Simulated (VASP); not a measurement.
# SiGe2: single point with PBE

Crystal: SiGe2.

```xyz
12
Lattice="4.0009 -0.0001 -0.0002 -2.0006 3.4646 0.0001 -0.0016 0.0010 19.5221" Properties=species:S:1:pos:R:3 pbc="T T T"
Si    0.0014    0.0004    1.1806
Si   -0.0013    0.0000   10.9413
Si    3.9997    0.0007    8.5803
Si    1.9991    3.4646   18.3416
Ge    2.0020    1.1551    1.9686
Ge    1.9992    1.1548   11.7295
Ge    1.9998    1.1528    4.4568
Ge    1.9984    1.1582   14.2178
Ge   -0.0013    2.3105    7.7924
Ge   -0.0015    2.3099   17.5535
Ge   -0.0006    2.3077    5.3039
Ge   -0.0018    2.3131   15.0654
```

* Program: VASP 6.6.1
* Task: single point
* Functional: PBE
* Potentials or basis: VASP PAW PBE potentials, release 64 (Si, Ge_d)
* Cutoff: 520 eV
* k mesh: 6 × 6 × 1
* Occupations: gaussian, width 0.1 eV
* Spin: no spin polarisation
* Dipole correction: no
* Further INCAR settings: ALGO = Normal; EDIFF = 1e-07; NBANDS = 76

| Item | Value |
| --- | --- |
| Pressure | -0.1 GPa |
| Largest force | 0.015 eV/Å |
| Band gap on the k mesh | 0.44 eV |

Forces in eV/Å, atoms in the order of the input:
```
Si   0.001 -0.001 -0.010
Si   0.001  0.000 -0.008
Si  -0.001 -0.001  0.009
Si   0.000  0.000  0.009
Ge  -0.003 -0.001 -0.006
Ge  -0.001  0.001 -0.006
Ge   0.002  0.002 -0.013
Ge   0.003 -0.002 -0.011
Ge   0.001 -0.001  0.004
Ge   0.001  0.002  0.007
Ge  -0.002  0.001  0.015
Ge  -0.002 -0.003  0.010
```

Levels at points of the mesh, in eV from the valence-band top:
| k point | band 62 | band 63 | band 64 | band 65 | band 66 | band 67 |
| --- | --- | --- | --- | --- | --- | --- |
| (0.00, 0.00, 0.00) | -0.05 | 0.00 | 0.00 | 0.44 | 0.56 | 0.72 |
| (0.50, 0.00, 0.00) | -1.81 | -1.31 | -1.29 | 0.47 | 0.74 | 0.77 |
| (0.00, 0.50, 0.00) | -1.81 | -1.31 | -1.29 | 0.47 | 0.74 | 0.77 |
| (0.50, 0.50, 0.00) | -1.80 | -1.31 | -1.29 | 0.47 | 0.74 | 0.77 |

Wall time 21 min on 1 thread of Intel Xeon 8259CL, with other jobs on the host, peak memory 0.51 GiB.

A k mesh can miss the band edges.
